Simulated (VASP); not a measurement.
Wanted: the native input for a VASP 6.6.1 run.

```yaml
Task: single point
Functional: PBE
Potentials_or_basis: VASP PAW PBE potentials, release 64 (B, N)
Cutoff: 520 eV
k_mesh: 1 × 1 × 1, shifted
Occupations: fermi-dirac, width 0.01 eV
Spin: no spin polarisation
Dipole_correction: no
Further_INCAR_settings: LREAL = Auto; ALGO = Normal; EDIFF = 1e-06; NBANDS = 85
```

The structure of B17N15 (a cell with a defect) (B_N) lies in POSCAR:

```
B17N15
1.0
   -3.6241103844      3.6241103844     -3.6241103844
    3.6241103844      3.6241103844      3.6241103844
    3.6241103844     -3.6241103844     -3.6241103844
B N
17 15
Direct
   -0.0013542582      0.0030932789      0.0012238574
   -0.0019564704      0.2503896393      0.7482480239
    0.0022358258      0.5048945858      0.5030071472
    0.0028343696      0.7527923563      0.2506454744
    0.2504513340      0.0004219008      0.7454737583
    0.2344964587      0.2504587039      0.4907370056
    0.2459654140      0.4977009201      0.2485412040
    0.2531099076      0.7486017444      0.0012244171
    0.5005085434     -0.0155157892      0.4907231841
    0.5003836160      0.2503252675      0.2176607260
    0.5004108298      0.5003393097     -0.0045756429
    0.5004299283      0.7480237884      0.7482606621
    0.7477599167     -0.0040918607      0.2485293975
    0.7503816779      0.2503821007     -0.0045260879
    0.7664488595      0.5163841596      0.7567027205
    0.7548987333      0.7521597244      0.5030062988
    0.5004060498      0.2504012785      0.5360769771
   -0.0084969693     -0.0023977900      0.2451266621
   -0.0009556565      0.2503848127     -0.0001694099
    0.0093683428      0.5065315116      0.7540517115
    0.0017924287      0.7517603415      0.5012135456
    0.2520015170      0.0019937445      0.0041405398
    0.2484174879      0.2503807083      0.7528616344
    0.2442997650      0.5032199060      0.4979516168
    0.2476440180      0.7414603438      0.2451270282
    0.5004161016     -0.0015987030      0.7528527575
    0.5003959107      0.4987369878      0.2525759939
    0.5004131180      0.7490120085     -0.0001478830
    0.7532427924     -0.0057732103      0.4979158643
    0.7488252050      0.2503932389      0.2525801463
    0.7524139765      0.5023759633      0.0048287256
    0.7565501284      0.7593201050      0.7540658160
```

The input as run:

INCAR

```
SYSTEM = B17N15
ALGO = Normal
EDIFF = 1E-6
ENCUT = 520
GGA = PE
GGA_COMPAT = .FALSE.
ISIF = 2
ISMEAR = -1
LASPH = .TRUE.
LCHARG = .FALSE.
LREAL = Auto
LWAVE = .FALSE.
NBANDS = 85
NELM = 120
PREC = Accurate
SIGMA = 0.01
```

KPOINTS

```
Automatic mesh
0
Gamma
  1 1 1
  0.25 0.25 0.25
```

Potentials or basis: VASP PAW PBE potentials, release 64 (B, N).

Run with:

```bash
$ cat potpaw_PBE.64/B/POTCAR potpaw_PBE.64/N/POTCAR > POTCAR
$ mpirun -np 1 vasp_std > vasp.out
```

Results of the run:

* Pressure: 10.1 GPa
* Largest force: 0.029 eV/Å
* Band gap on the k mesh: 1.14 eV

Caveat: the k points lie up to 1.23 Å⁻¹ apart.

Wall time 68 s on 1 thread of Intel(R) Xeon(R) Platinum 8259CL CPU @ 2.50GHz (Skylake/Cascade Lake), with other jobs on the host, peak memory 0.32 GiB.
